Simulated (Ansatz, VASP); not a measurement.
## SnO2: VASP beside Ansatz

```
Sn O
1.0
     1.60540    0.92688    4.17513
    -1.60540    0.92688    4.17513
     0.00000   -1.85375    4.17513
Sn O
1 2
Direct
  0.50000 0.50000 0.50000
  0.24144 0.24144 0.24144
  0.75856 0.75856 0.75856
```

Alike in both runs: task single point; functional PBEsol; k mesh 12 × 12 × 12; occupations gaussian, width 0.05 eV; no spin polarisation.

```csv
,VASP,Ansatz
version,VASP 6.6.1,Ansatz 0.2.0
potentials or method,"VASP PAW PBE potentials, release 64 (Sn_d, O), cutoff 520 eV","scalar-relativistic, plane waves, PAW"
valence electrons in the cell,26,26
```

Ansatz gave:

| Property | Result |
| --- | --- |
| gap on the k mesh at the Fermi level (eV) | 1.81 |
| least direct gap on the mesh (eV) | 1.84 |
| pressure (GPa) | 6.2 |
| traceless stress, the component that is largest in VASP (GPa) | -0.07 |
| rms of the force components (eV/Å) | 0.317 |

Task: Estimate VASP's values.

Result: gap on the k mesh at the Fermi level (eV): 1.80; least direct gap on the mesh (eV): 1.83; pressure (GPa): 7.1; traceless stress, the component that is largest in VASP (GPa): -0.66; rms of the force components (eV/Å): 0.347.

VASP's potentials were made for PBE, not for PBEsol, and Ansatz warns of the same on its side. Atom by atom the forces differ by 0.030 eV/Å (rms over components). The functional is the same, so the differences come from potentials, cutoffs and numerics.
